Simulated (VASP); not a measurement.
# W (Im-3m) in VASP: further runs

W is run at these levels: PBEsol; tasks: single point, relaxation of cell and atoms.

Everything below comes from runs of VASP 6.6.1. Logs are shortened: lines on timing, memory, paths and dates and some standing lists are left out, and cuts for length are marked.

## Step 1: The cell of the first run

The structure is cubic, space group Im-3m (No. 229). The conventional cell has a = 3.155 Å, b = 3.155 Å, c = 3.155 Å, α = 90.00°, β = 90.00°, γ = 90.00°. W (site symmetry m-3m) has 14 W at 2.73 to 3.15 Å within 3.6 Å.

## Step 2: Single point, PBEsol

File INCAR:

```
SYSTEM = W
PREC = Accurate
ENCUT = 520
EDIFF = 1E-7
ISMEAR = 0
SIGMA = 0.1
LREAL = .FALSE.
LASPH = .TRUE.
NELM = 100
ALGO = Normal
ISIF = 2
LWAVE = .FALSE.
LCHARG = .FALSE.
GGA = PS
NBANDS = 13
```

File KPOINTS:

```
regular mesh
0
G
  18 18 18
  0 0 0
```

File POSCAR:

```
W
1.0
   -1.5772673988      1.5772673988      1.5772673988
    1.5772673988     -1.5772673988      1.5772673988
    1.5772673988      1.5772673988     -1.5772673988
W
1
Direct
    0.0000000000      0.0000000000      0.0000000000
```

Potentials or basis: VASP PAW PBE potentials, release 64 (W_sv).

Launch:

```
$ cat potpaw_PBE.64/W_sv/POTCAR > POTCAR
$ mpirun -np 1 vasp_std > vasp.out
```

OUTCAR:

```text
SYSTEM = W
   PREC = Accurate
   ENCUT = 520
   EDIFF = 1E-7
   ISMEAR = 0
   LREAL = .FALSE.
   LASPH = .TRUE.
   NELM = 100
   ISIF = 2
   GGA = PS

 ion  position               nearest neighbor table
   1  0.000  0.000  0.000-

  LATTYP: Found a body centered cubic cell.
 ALAT       =     3.1545347976

  Lattice vectors:

 A1 = (  -1.5772673988,   1.5772673988,   1.5772673988)
 A2 = (   1.5772673988,  -1.5772673988,   1.5772673988)
 A3 = (   1.5772673988,   1.5772673988,  -1.5772673988)

Analysis of symmetry for initial positions (statically):
=====================================================================
 Subroutine PRICEL returns:
 Original cell was already a primitive cell.

 Routine SETGRP: Setting up the symmetry group for a
 body centered cubic supercell.

 Subroutine GETGRP returns: Found 48 space group operations
 (whereof 48 operations were pure point group operations)
 out of a pool of 48 trial point group operations.

The static configuration has the point symmetry O_h .

Analysis of symmetry for dynamics (positions and initial velocities):
=====================================================================
 Subroutine PRICEL returns:
 Original cell was already a primitive cell.

 Routine SETGRP: Setting up the symmetry group for a
 body centered cubic supercell.

 Subroutine GETGRP returns: Found 48 space group operations
 (whereof 48 operations were pure point group operations)
 out of a pool of 48 trial point group operations.

The dynamic configuration has the point symmetry O_h .

 Subroutine INISYM returns: Found 48 space group operations
 (whereof 48 operations are pure point group operations),
 and found     1 'primitive' translations

----------------------------------------------------------------------------------------

                                     Primitive cell

  volume of cell :      15.6955

  direct lattice vectors                    reciprocal lattice vectors
    -1.577267399  1.577267399  1.577267399     0.000000000  0.317003953  0.317003953
     1.577267399 -1.577267399  1.577267399     0.317003953  0.000000000  0.317003953
     1.577267399  1.577267399 -1.577267399     0.317003953  0.317003953  0.000000000

  length of vectors
     2.731907272  2.731907272  2.731907272     0.448311289  0.448311289  0.448311289

  position of ions in fractional coordinates (direct lattice)
     0.000000000  0.000000000  0.000000000

  ion indices of the primitive-cell ions
   primitive index   ion index
                 1           1

----------------------------------------------------------------------------------------

 KPOINTS: regular mesh

Automatic generation of k-mesh.
 Grid dimensions read from file:
 generate k-points for:   18   18   18

 Generating k-lattice:

  Cartesian coordinates                     Fractional coordinates (reciprocal lattice)
     0.000000000  0.017611331  0.017611331     0.055555556  0.000000000  0.000000000
     0.017611331  0.000000000  0.017611331     0.000000000  0.055555556  0.000000000
     0.017611331  0.017611331  0.000000000     0.000000000  0.000000000  0.055555556

  Length of vectors
     0.024906183  0.024906183  0.024906183

  Shift w.r.t. Gamma in fractional coordinates (k-lattice)
     0.000000000  0.000000000  0.000000000

 Subroutine IBZKPT returns following result:
 ===========================================

 Found    195 irreducible k-points:

 Following reciprocal coordinates:
            Coordinates               Weight
  0.000000  0.000000  0.000000      1.000000
  0.055556  0.000000  0.000000     12.000000
  0.111111  0.000000  0.000000     12.000000
  0.166667  0.000000  0.000000     12.000000
  0.222222  0.000000  0.000000     12.000000
  0.277778  0.000000  0.000000     12.000000
[... 16 lines left out ...]
  0.333333  0.111111  0.000000     48.000000
  0.388889  0.111111  0.000000     48.000000
 [... further k-points ...]
   k-points           NKPTS =    195   k-points in BZ     NKDIM =    195   number of bands    NBANDS=     13
   number of dos      NEDOS =    301   number of ions     NIONS =      1
   total plane-waves  NPLWV =   8000
   dimension x,y,z NGX =    20 NGY =   20 NGZ =   20
   dimension x,y,z NGXF=    40 NGYF=   40 NGZF=   40
   ions per type =               1
   NGX,Y,Z   is equivalent  to a cutoff of  12.17, 12.17, 12.17 a.u.
   NGXF,Y,Z  is equivalent  to a cutoff of  24.34, 24.34, 24.34 a.u.
 SYSTEM =  W
   PREC   = accura    normal or accurate (medium, high low for compatibility)
   ISTART =      0    job   : 0-new  1-cont  2-samecut
   ICHARG =      2    charge: 1-file 2-atom 10-const
   ISPIN  =      1    spin polarized calculation?
   LNONCOLLINEAR =      F non collinear calculations
   LSORBIT =      F    spin-orbit coupling
   LASPH  =      T    aspherical Exc in radial PAW
   ENCUT  =  520.0 eV  38.22 Ry    6.18 a.u.   5.08  5.08  5.08*2*pi/ulx,y,z
   NELM   =    100;   NELMIN=  2; NELMDL= -5     # of ELM steps
   EDIFF  = 0.1E-06   stopping-criterion for ELM
   LREAL  =      F    real-space projection
   EDIFFG = 0.1E-05   stopping-criterion for IOM
   NSW    =      0    number of steps for IOM
   IBRION =     -1    ionic relax: 0-MD 1-quasi-New 2-CG
   NFREE  =      0    steps in history (QN), initial steepest desc. (CG)
   ISIF   =      2    stress and relaxation
   ISYM   =      2    0-nonsym 1-usesym 2-fastsym
   POTIM  = 0.5000    time-step for ionic-motion
   TEBEG  =    0.0;   TEEND  =   0.0 temperature during run
   PSTRESS=    0.0 pullay stress
   NELECT =      14.0000    total number of electrons
   NUPDOWN=      -1.0000    fix difference up-down
   EMIN   =  10.00;   EMAX   =-10.00  energy-range for DOS
   EFERMI =   0.00;   METHOD = LEGACY
   ISMEAR =     0;   SIGMA  =   0.10  broadening in eV -4-tet -1-fermi 0-gaus
   EFERMI_NEDOS =   21; number of points for ismear=-14 and -15
   IALGO  =     38    algorithm
   IMIX   =      4    mixing-type and parameters
     AMIX     =   0.40;   BMIX     =  1.00
     AMIX_MAG =   1.60;   BMIX_MAG =  1.00
  volume/ion in A,a.u.               =      15.70       105.92
  Fermi-wavevector in a.u.,A,eV,Ry     =   1.575889  2.977998 33.789048  2.483425
  Thomas-Fermi vector in A             =   2.676805
   LORBIT       =      0    0 simple, 1 ext, 2 COOP (PROOUT), +10 PAW based schemes
   GGA     = PS    functional components
   LHFCALC =     F    Hartree Fock is set to
   AEXX    =    0.0000 exact exchange contribution
   IVDW    =     0    specifies the selected vdW correction
   LEPSILON=     F    determine dielectric tensor
   LRPA    =     F    only Hartree local field effects (RPA)
 non-spin polarized calculation
 Gauss-broadening in eV      SIGMA  =   0.10
  energy-cutoff  :      520.00
  volume of cell :       15.70
 maximum number of plane-waves:       434
   NGX = 11   NGY = 11   NGZ = 11

 number of electron      14.0000005 magnetization

 Free energy of the ion-electron system (eV)
  ---------------------------------------------------
  ext. energy  EPLUGINS =         0.00000000
  ---------------------------------------------------
  free energy    TOTEN  =       -13.80153164 eV

  energy without entropy =      -13.79809785  energy(sigma->0) =      -13.79981475

 E-fermi :  11.4104     XC(G=0): -13.8169

 val. band max:       11.4018402393   @ k =  -0.1667   0.1667   0.0556
 cond. band min:      11.4112168952   @ k =  -0.2778   0.3333   0.2222
 fundamental gap:      0.0093766559
 Fermi energy:        11.4103507229

 k-point     1 :       0.0000    0.0000    0.0000
  band No.  band energies     occupation
      1     -62.7127      2.00000
      2     -26.2557      2.00000
      3     -26.2557      2.00000
      4     -26.2557      2.00000
      5       1.7102      2.00000
      6      10.1679      2.00000
      7      10.1679      2.00000
      8      10.1679      2.00000
      9      13.6784      0.00000
     10      13.6784      0.00000
     11      25.9823      0.00000
     12      25.9823      0.00000
     13      25.9823      0.00000

 k-point     2 :       0.0556    0.0000    0.0000
  band No.  band energies     occupation
      1     -62.7085      2.00000
      2     -26.2995      2.00000
      3     -26.2693      2.00000
      4     -26.2560      2.00000
      5       1.8624      2.00000
      6      10.0747      2.00000
      7      10.1474      2.00000
      8      10.3146      2.00000
      9      13.5273      0.00000
     10      13.6791      0.00000
     11      26.1139      0.00000
     12      26.2405      0.00000
     13      26.3619      0.00000

 k-point     3 :       0.1111    0.0000    0.0000
  band No.  band energies     occupation
      1     -62.6963      2.00000
      2     -26.4242      2.00000
      3     -26.3083      2.00000
      4     -26.2566      2.00000
      5       2.3015      2.00000
      6       9.8174      2.00000
      7      10.0577      2.00000
      8      10.7499      2.00000
      9      13.2050      0.00000
     10      13.6888      0.00000
     11      26.4457      0.00000
     12      26.9911      0.00000
     13      27.3332      0.00000
[... 305 lines left out ...]
 k-point    23 :       0.3333    0.1111    0.0000
  band No.  band energies     occupation
      1     -62.5833      2.00000
      2     -27.4188      2.00000
      3     -26.6809      2.00000
      4     -26.3213      2.00000
      5       5.5232      2.00000
      6       8.0971      2.00000
      7      10.1041      2.00000
      8      13.3751      0.00000
      9      14.5725      0.00000
     10      16.8879      0.00000
     11      23.5554      0.00000
     12      24.8731      0.00000
     13      29.4178      0.00000

 k-point    24 :       0.3889    0.1111    0.0000
  band No.  band energies     occupation
      1     -62.5717      2.00000
      2     -27.5103      2.00000
      3     -26.7261      2.00000
      4     -26.3229      2.00000
      5       5.5120      2.00000
      6       7.9539      2.00000
      7      10.8497      2.00000
      8      13.4593      0.00000
      9      14.8106      0.00000
     10      17.9526      0.00000
     11      22.4702      0.00000
     12      24.0528      0.00000
     13      28.3902      0.00000

 [... further k-points ...]

------------------------ aborting loop because EDIFF is reached ----------------------------------------

  FORCE on cell =-STRESS in cart. coord.  units (eV):
  Direction    XX          YY          ZZ          XY          YZ          ZX
  --------------------------------------------------------------------------------------
  -------------------------------------------------------------------------------------
  Total        0.0573605      0.0573605      0.0573605      0.0000000      0.0000000      0.0000000
  in kB        5.8552738      5.8552738      5.8552738      0.0000000      0.0000000      0.0000000
  external PRESSURE =       5.8552738 kB  Pullay stress =       0.0000000 kB

 VOLUME and BASIS-vectors are now :
 -----------------------------------------------------------------------------
  energy-cutoff  :      520.00
  volume of cell :       15.70
      direct lattice vectors                 reciprocal lattice vectors
    -1.577267399  1.577267399  1.577267399     0.000000000  0.317003953  0.317003953
     1.577267399 -1.577267399  1.577267399     0.317003953  0.000000000  0.317003953
     1.577267399  1.577267399 -1.577267399     0.317003953  0.317003953  0.000000000

 POSITION                                       TOTAL-FORCE (eV/Angst)
 -----------------------------------------------------------------------------------
      0.00000      0.00000      0.00000        -0.000000     -0.000000      0.000000
 -----------------------------------------------------------------------------------
    total drift:                                0.000000     -0.000000      0.000000

  FREE ENERGIE OF THE ION-ELECTRON SYSTEM (eV)
  ---------------------------------------------------
  free  energy   TOTEN  =       -13.8015316421 eV

  energy  without entropy=      -13.7980978532  energy(sigma->0) =      -13.79981475
```

It took 39 s on 1 thread of Intel Xeon 8259CL, shared host; peak memory 0.15 GiB.

Results:

* Free energy: -13.8015 eV
* Pressure: 0.6 GPa
* Band gap on the k mesh: zero (bands 7 and 8 overlap by 6.50 eV)

Levels at points of the mesh, in eV from the Fermi level:
| k point | band 5 | band 6 | band 7 | band 8 | band 9 | band 10 |
| --- | --- | --- | --- | --- | --- | --- |
| (0.00, 0.00, 0.00) | -9.70 | -1.24 | -1.24 | -1.24 | 2.27 | 2.27 |
| (0.50, 0.00, 0.00) | -6.35 | -3.61 | 0.74 | 2.17 | 3.16 | 6.27 |
| (0.50, 0.50, 0.50) | -5.92 | -5.92 | 5.26 | 5.26 | 5.26 | 8.34 |

Caveat: the PAW data sets were made with another functional, which shifts forces and pressure a little; spin-orbit coupling is left out, which moves the levels of the heavy elements.

## Step 3: Relaxation of cell and atoms, PBEsol

File INCAR:

```
SYSTEM = W
PREC = Accurate
ENCUT = 600
EDIFF = 1E-6
ISMEAR = 0
SIGMA = 0.1
LREAL = .FALSE.
LASPH = .TRUE.
NELM = 100
ALGO = Normal
ISIF = 3
LWAVE = .FALSE.
LCHARG = .FALSE.
GGA = PS
IBRION = 2
NSW = 100
EDIFFG = -0.005
```

File KPOINTS:

```
Automatic mesh
0
G
  18 18 18
  0 0 0
```

File POSCAR:

```
W
1.0
   -1.5777842237      1.5777842237      1.5777842237
    1.5777842237     -1.5777842237      1.5777842237
    1.5777842237      1.5777842237     -1.5777842237
W
1
Direct
    0.0000000000      0.0000000000      0.0000000000
```

Potentials or basis: VASP PAW PBE potentials, release 64 (W_sv).

Launch:

```
$ cat potpaw_PBE.64/W_sv/POTCAR > POTCAR
$ mpirun -np 1 vasp_std > vasp.out
```

Wall time 88 s (1 thread of Intel Xeon 8259CL, shared host); peak memory 0.17 GiB.

Results (log left out):

```
Free energy                           : -13.8017 eV
Relaxed volume                        : 15.73 Å³/atom
Relaxed cell                          : a = 2.734 Å, b = 2.734 Å, c = 2.734 Å, α = 109.47°, β = 109.47°, γ = 109.47°
Space group after relaxing (to 0.1 Å) : Im-3m (No. 229)
Energy gained by relaxing             : 0.0 meV/atom
Ionic steps                           : 3
Pressure after relaxing               : 0.0 GPa
Band gap on the k mesh                : zero (bands 7 and 8 overlap by 6.48 eV)
```

Final structure:
```yaml
crystal:
  lattice:
    - [-1.57828, 1.57828, 1.57828]
    - [1.57828, -1.57828, 1.57828]
    - [1.57828, 1.57828, -1.57828]
  atoms:
    - { symbol: W, position: [0.00000, 0.00000, 0.00000] }
```

Levels at points of the mesh, in eV from the Fermi level:
| k point | band 3 | band 4 | band 5 | band 6 | band 7 | band 8 | band 9 | band 10 | band 11 |
| --- | --- | --- | --- | --- | --- | --- | --- | --- | --- |
| (0.00, 0.00, 0.00) | -37.67 | -37.67 | -9.69 | -1.24 | -1.24 | -1.24 | 2.26 | 2.26 | 14.57 |
| (0.50, 0.00, 0.00) | -38.10 | -37.68 | -6.33 | -3.60 | 0.73 | 2.17 | 3.15 | 6.25 | 11.53 |
| (0.50, 0.50, 0.50) | -38.60 | -38.60 | -5.91 | -5.91 | 5.25 | 5.25 | 5.25 | 8.33 | 8.33 |

Caveat: the PAW data sets were made with another functional, which shifts forces and pressure a little; spin-orbit coupling is left out, which moves the levels of the heavy elements.
